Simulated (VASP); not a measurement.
# Te2Pb (R-3m) in VASP: notebook, part 2 of 2

VASP 6.6.1. The steps go on from the part before.

## 3. Single point, PBEsol

INCAR

```
ALGO     = Normal         # electronic algorithm
EDIFF    = 1E-6           # SCF threshold, eV
ENCUT    = 520            # plane-wave cutoff, eV
GGA      = PS             # functional
ISIF     = 2              # what is computed and relaxed
ISMEAR   = -1             # smearing method
LASPH    = True           # aspherical terms in the spheres
LCHARG   = True           # write CHGCAR
LELF     = True           # ELF
LREAL    = False          # projectors in reciprocal space
LVHAR    = True         
LWAVE    = False          # write WAVECAR
NBANDS   = 20             # bands
NELM     = 60             # most SCF steps
PREC     = Accurate       # precision mode
SIGMA    = 0.05           # smearing width, eV
```

KPOINTS

```
k-points
0
Gamma
  6 6 6
```

POSCAR

```
Te2Pb
1.0
    2.1269962718      1.2280218701      6.2642067492
   -2.1269962718      1.2280218701      6.2642067492
    0.0000000000     -2.4560437402      6.2642067492
Pb Te
1 2
Direct
    0.0000000000      0.0000000000      0.0000000000
    0.2297518145      0.2297518145      0.2297518145
    0.7702481855      0.7702481855      0.7702481855
```

Potentials or basis: VASP PAW PBE potentials, release 64 (Pb_d, Te).

Launch:

```console
$ cat potpaw_PBE.64/Pb_d/POTCAR potpaw_PBE.64/Te/POTCAR > POTCAR
$ mpirun -np 1 vasp_std > vasp.out
```

OUTCAR:

```text
EDIFF = 1E-6
   ENCUT = 520
   GGA = PS
   ISIF = 2
   ISMEAR = -1
   LASPH = True
   LREAL = False
   NELM = 60
   PREC = Accurate

 ion  position               nearest neighbor table
   1  0.000  0.000  0.000-   3 3.13   3 3.13   2 3.13   2 3.13   3 3.13   2 3.13
   2  0.230  0.230  0.230-   1 3.13   1 3.13   1 3.13   3 3.41   3 3.41   3 3.41
   3  0.770  0.770  0.770-   1 3.13   1 3.13   1 3.13   2 3.41   2 3.41   2 3.41

  LATTYP: Found a trigonal (rhomboedric) cell.
 ALAT       =     6.7284795497
 COS(alpha) =     0.8001382989

  Lattice vectors:

 A1 = (   2.1269962718,   1.2280218701,   6.2642067492)
 A2 = (  -2.1269962718,   1.2280218701,   6.2642067492)
 A3 = (   0.0000000000,  -2.4560437402,   6.2642067492)

Analysis of symmetry for initial positions (statically):
=====================================================================
 Subroutine PRICEL returns:
 Original cell was already a primitive cell.

 Routine SETGRP: Setting up the symmetry group for a
 trigonal (rhombohedral) supercell.
[... 157 lines left out ...]

 number of electron      26.0000001 magnetization

 Free energy of the ion-electron system (eV)
  ---------------------------------------------------
  ext. energy  EPLUGINS =         0.00000000
  ---------------------------------------------------
  free energy    TOTEN  =       -11.05939257 eV

  energy without entropy =      -11.02917268  energy(sigma->0) =      -11.04428262

 E-fermi :   5.7980     XC(G=0):  -9.5643

 val. band max:        5.7347155431   @ k =  -0.3333   0.1667   0.1667
 cond. band min:       5.8046080978   @ k =   0.3333   0.3333  -0.0000
 fundamental gap:      0.0698925547
 Fermi energy:         5.7979771555

 k-point     1 :       0.0000    0.0000    0.0000
  band No.  band energies     occupation
      1     -10.8557      2.00000
      2     -10.8557      2.00000
      3     -10.8219      2.00000
      4     -10.8078      2.00000
      5     -10.8078      2.00000
      6      -6.7960      2.00000
[... 541 lines left out ...]
     19      13.3445      0.00000
     20      13.9300      0.00000

 [... further k-points ...]
[... 5 lines left out ...]
  --------------------------------------------------------------------------------------
  -------------------------------------------------------------------------------------
  Total       -0.5899873     -0.5899873     -0.5770495      0.0000000      0.0000000      0.0000000
  in kB       -9.6285987     -9.6285987     -9.4174538      0.0000000      0.0000000      0.0000000
  external PRESSURE =      -9.5582170 kB  Pullay stress =       0.0000000 kB

 VOLUME and BASIS-vectors are now :
 -----------------------------------------------------------------------------
  energy-cutoff  :      520.00
  volume of cell :       98.17
      direct lattice vectors                 reciprocal lattice vectors
     2.126996272  1.228021870  6.264206749     0.235073285  0.135719624  0.053212377
    -2.126996272  1.228021870  6.264206749    -0.235073285  0.135719624  0.053212377
     0.000000000 -2.456043740  6.264206749     0.000000000 -0.271439248  0.053212377

 POSITION                                       TOTAL-FORCE (eV/Angst)
 -----------------------------------------------------------------------------------
      0.00000      0.00000      0.00000         0.000000      0.000000      0.000000
      0.00000      0.00000      4.31764        -0.000000     -0.000000     -0.155840
      0.00000      0.00000     14.47498        -0.000000      0.000000      0.155840
 -----------------------------------------------------------------------------------
    total drift:                               -0.000000     -0.000000     -0.000000

  FREE ENERGIE OF THE ION-ELECTRON SYSTEM (eV)
  ---------------------------------------------------
  free  energy   TOTEN  =       -11.0593925658 eV

  energy  without entropy=      -11.0291726823  energy(sigma->0) =      -11.04428262
```

OSZICAR:

```text
N       E                     dE             d eps       ncg     rms          rms(c)
DAV:   1     0.201298153743E+03    0.20130E+03   -0.11288E+04  1288   0.120E+03
DAV:   2     0.662324167693E+01   -0.19467E+03   -0.18801E+03  1324   0.301E+02
DAV:   3    -0.104758972939E+02   -0.17099E+02   -0.16785E+02  1724   0.957E+01
DAV:   4    -0.110681803475E+02   -0.59228E+00   -0.58750E+00  1568   0.185E+01
DAV:   5    -0.110913854094E+02   -0.23205E-01   -0.23202E-01  1824   0.383E+00    0.684E+00
DAV:   6    -0.110627824533E+02    0.28603E-01   -0.63997E-02  1624   0.284E+00    0.436E+00
DAV:   7    -0.110603920904E+02    0.23904E-02   -0.37591E-02  1612   0.174E+00    0.182E-01
DAV:   8    -0.110593561890E+02    0.10359E-02   -0.56400E-03  1560   0.843E-01    0.104E-01
DAV:   9    -0.110593856392E+02   -0.29450E-04   -0.47014E-04  1432   0.152E-01    0.393E-02
DAV:  10    -0.110593919488E+02   -0.63095E-05   -0.28941E-05  1544   0.328E-02    0.200E-02
DAV:  11    -0.110593925658E+02   -0.61701E-06   -0.53464E-06  1460   0.230E-02
   1 F= -.11059393E+02 E0= -.11044283E+02  d E =-.302199E-01
```

Run time: 2.8 min. Hardware: 1 thread of Intel Xeon 8259CL, shared host; peak memory 0.37 GiB.

What came out:

- Free energy: -11.0594 eV
- Pressure: -1.0 GPa
- Largest force: 0.156 eV/Å
- Band gap on the k mesh: zero (bands 13 and 14 overlap by 0.80 eV)

Forces in eV/Å, atoms in the order of the input:
```
Pb   0.000  0.000  0.000
Te   0.000  0.000 -0.156
Te   0.000  0.000  0.156
```

Caveat: the PAW data sets were made with another functional, which shifts forces and pressure a little; spin-orbit coupling is left out, which moves the levels of the heavy elements.

## 4. Single point, PBEsol

INCAR

```
PREC     = Accurate       # precision mode
ENCUT    = 520            # plane-wave cutoff, eV
EDIFF    = 1E-6           # SCF threshold, eV
ISMEAR   = 1              # smearing method
SIGMA    = 0.2            # smearing width, eV
LREAL    = F              # projectors in reciprocal space
LASPH    = T              # aspherical terms in the spheres
NELM     = 60             # most SCF steps
ALGO     = Normal         # electronic algorithm
ISIF     = 2              # what is computed and relaxed
LWAVE    = F              # write WAVECAR
LCHARG   = T              # write CHGCAR
GGA      = PS             # functional
LELF     = T              # ELF
LVHAR    = T            
NBANDS   = 20             # bands
```

KPOINTS

```
Automatic mesh
0
Gamma
  6 6 6
```

POSCAR is that of step 3.

Launch:

```console
$ cat potpaw_PBE.64/Pb_d/POTCAR potpaw_PBE.64/Te/POTCAR > POTCAR
$ mpirun -np 1 vasp_std > vasp.out
```

Run time: 2.9 min. Hardware: 1 thread of Intel Xeon 8259CL, shared host; peak memory 0.37 GiB.

It converged, with:

- Free energy: -11.0469 eV
- Pressure: -1.0 GPa
- Largest force: 0.155 eV/Å
- Band gap on the k mesh: zero (bands 13 and 14 overlap by 0.80 eV)

Forces on the atoms (eV/Å):
```
Pb   0.000  0.000  0.000
Te   0.000  0.000 -0.155
Te   0.000  0.000  0.155
```

Levels at points of the mesh, in eV from the Fermi level:
| k point | band 11 | band 12 | band 13 | band 14 | band 15 | band 16 |
| --- | --- | --- | --- | --- | --- | --- |
| (0.00, 0.00, 0.00) | -0.90 | -0.53 | -0.29 | -0.29 | 2.91 | 2.91 |
| (0.50, 0.00, 0.00) | -2.73 | -1.73 | -1.57 | 0.36 | 2.11 | 4.58 |
| (0.50, 0.50, 0.00) | -2.33 | -1.70 | 0.15 | 0.15 | 2.24 | 2.83 |
| (0.50, 0.50, 0.50) | -1.23 | 0.11 | 0.11 | 1.74 | 2.42 | 3.12 |

Caveat: the PAW data sets were made with another functional, which shifts forces and pressure a little; spin-orbit coupling is left out, which moves the levels of the heavy elements.

## 5. Overview

```tsv
smearing	gap on the mesh (eV)	pressure (GPa)	largest force (eV/Å)
fermi-dirac 0.02 eV	none	-1.0	0.15
fermi-dirac 0.05 eV	none	-1.0	0.16
methfessel-paxton 0.2 eV	none	-1.0	0.15
```

Alike in all rows: task single point; level PBEsol; potentials or basis VASP PAW PBE potentials, release 64 (Pb_d, Te); no spin polarisation; cell as given; k mesh 6 × 6 × 6; cutoff (eV) 520.

Caveats: the PAW data sets were made with another functional, which shifts forces and pressure a little; spin-orbit coupling is left out, which moves the levels of the heavy elements.

Total energies depend on the potentials used, so only differences within one code and one set of settings carry meaning.
